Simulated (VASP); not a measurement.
Write the native input for VASP 6.6.1 that does the following.

* Task: single point
* Functional: PBE
* Potentials or basis: VASP PAW PBE potentials, release 64 (Nb_sv)
* Cutoff: 500 eV
* k mesh: 10 × 10 × 10
* Occupations: methfessel-paxton, width 0.1 eV
* Spin: no spin polarisation
* Dipole correction: no
* Further INCAR settings: ALGO = Normal; EDIFF = 1e-06; NBANDS = 12

The structure of Nb lies in POSCAR:

```
Nb
1.0
    0.0000000000      1.9798839951      1.9798839951
    1.9798839951      0.0000000000      1.9798839951
    1.9798839951      1.9798839951      0.0000000000
Nb
1
Direct
    0.0000000000      0.0000000000      0.0000000000
```

This isn't the form of Nb at room conditions, which is bcc.

The input as run:

INCAR

```
PREC = Accurate ; ENCUT = 500
EDIFF = 1E-6 ; ISMEAR = 1
SIGMA = 0.1 ; LREAL = False
LASPH = True ; NELM = 120
ALGO = Normal ; ISIF = 2
LWAVE = False ; LCHARG = False
GGA = PE ; NBANDS = 12
GGA_COMPAT = False
```

KPOINTS

```
Automatic mesh
0
Gamma
  10 10 10
```

Potentials or basis: VASP PAW PBE potentials, release 64 (Nb_sv).

Launch:

```bash
$ cat potpaw_PBE.64/Nb_sv/POTCAR > POTCAR
$ mpirun -np 1 vasp_std > vasp.out
```

It gave:

| Item | Value |
| --- | --- |
| Pressure | 44.3 GPa |
| Band gap on the k mesh | zero (an odd number of electrons rules out a gap without spin polarisation) |

Caveat: the cell stands under pressure.

Wall time 5.2 s on 1 thread of Intel(R) Xeon(R) Platinum 8488C (Sapphire Rapids), on a shared host, peak memory 0.12 GiB.
